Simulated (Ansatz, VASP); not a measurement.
**Two plane-wave programs on Si3C**

```xyz
4
Lattice="2.7999 0.0000 0.0000 -1.4000 2.4248 0.0000 0.0000 0.0000 7.6505" Properties=species:S:1:pos:R:3 pbc="T T T"
Si    0.0000    1.6165    0.0000
Si    1.4000    0.8083    2.6151
Si    1.4000    0.8083    5.0354
C     0.0000    1.6165    3.8253
```

Alike in both runs: task single point; functional PBE; k mesh 6 × 6 × 2; occupations gaussian, width 0.1 eV; collinear spin.

|  | VASP | Ansatz |
| --- | --- | --- |
| version | VASP 6.6.1 | Ansatz 0.2.0 |
| potentials or method | VASP PAW PBE potentials, release 64 (Si, C), cutoff 600 eV | scalar-relativistic, plane waves, PAW |
| valence electrons in the cell | 16 | 16 |

```csv
,VASP,Ansatz,Ansatz less VASP
gap on the k mesh at the Fermi level (eV),none,none,-
pressure (GPa),-0.2,-0.1,+0.04
"traceless stress, the component that is largest in VASP (GPa)",-0.42,-0.23,+0.192
rms of the force components (eV/Å),0.018,0.006,-0.0124
net moment per atom (μB),0.00,0.00,0.000
```

Atom by atom the forces differ by 0.012 eV/Å (rms over components). A gap of «none» marks a metal or a gap that the smearing closes. The functional is the same, so the differences come from potentials, cutoffs and numerics. Ansatz's warnings: seeded moment not kept.

The k mesh is coarse, so the values compare programs but aren't converged.
